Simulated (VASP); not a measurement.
Input of a VASP 6.6.1 run:

Contents of POSCAR:

```
BN
1.0
    1.2505529511     -2.1657540593      0.0054774974
   -3.7515147021     -2.1655783913     -0.0009595065
   -0.0087086137      0.0121652178     -6.8871375177
B N
4 4
Direct
    0.4971920319      0.8334159668      0.7491470656
   -0.0028957394      0.3333819046      0.7490952754
    1.0027627848      0.6665976596      0.2508326368
    0.5028883291      0.1665927230      0.2509420766
    0.5029049188      0.8332209029      0.2508623092
    0.0028415930      0.3332507739      0.2509491230
    0.9972044491      0.6667538209      0.7491421127
    0.4971016326      0.1667862484      0.7490294008
```

The input INCAR.step1:

```
ALGO = Normal ; EDIFF = 1E-4
ENCUT = 520 ; GGA = PE
ISMEAR = 0 ; LASPH = T
LCHARG = F ; LREAL = F
LWAVE = T ; NBANDS = 26
NELM = 80 ; PREC = Accurate
SIGMA = 0.1
```

Contents of INCAR.step2:

```
ALGO = Normal ; EDIFF = 1E-7
ENCUT = 520 ; ISIF = 2
ISMEAR = 0 ; ISTART = 1
LASPH = T ; LCHARG = T
LELF = T ; LMIXTAU = T
LREAL = F ; LVHAR = T
LWAVE = F ; METAGGA = R2SCAN
NBANDS = 26 ; NELM = 80
PREC = Accurate ; SIGMA = 0.1
```

File KPOINTS:

```
k-points
0
Gamma
  8 4 4
```

Potentials or basis: VASP PAW PBE potentials, release 64 (B, N).

The run is started by

```console
$ cat potpaw_PBE.64/B/POTCAR potpaw_PBE.64/N/POTCAR > POTCAR
$ cp INCAR.step1 INCAR
$ mpirun -np 1 vasp_std > vasp.out
$ cp INCAR.step2 INCAR
$ mpirun -np 1 vasp_std > vasp.out
```

Question: Estimate the pressure.

Answer: 0.4 GPa.

Question: Estimate the band gap on the k mesh.

Answer: 4.88 eV.

Question: What does it give for the largest force?

Answer: 0.015 eV/Å.

Stress tensor (GPa, compression positive):
```
 0.68  0.01 -0.01
 0.01  0.75  0.01
-0.01  0.01 -0.29
```

Caveat: the PAW data sets were made with another functional, which shifts forces and pressure a little. A k mesh can miss the band edges.
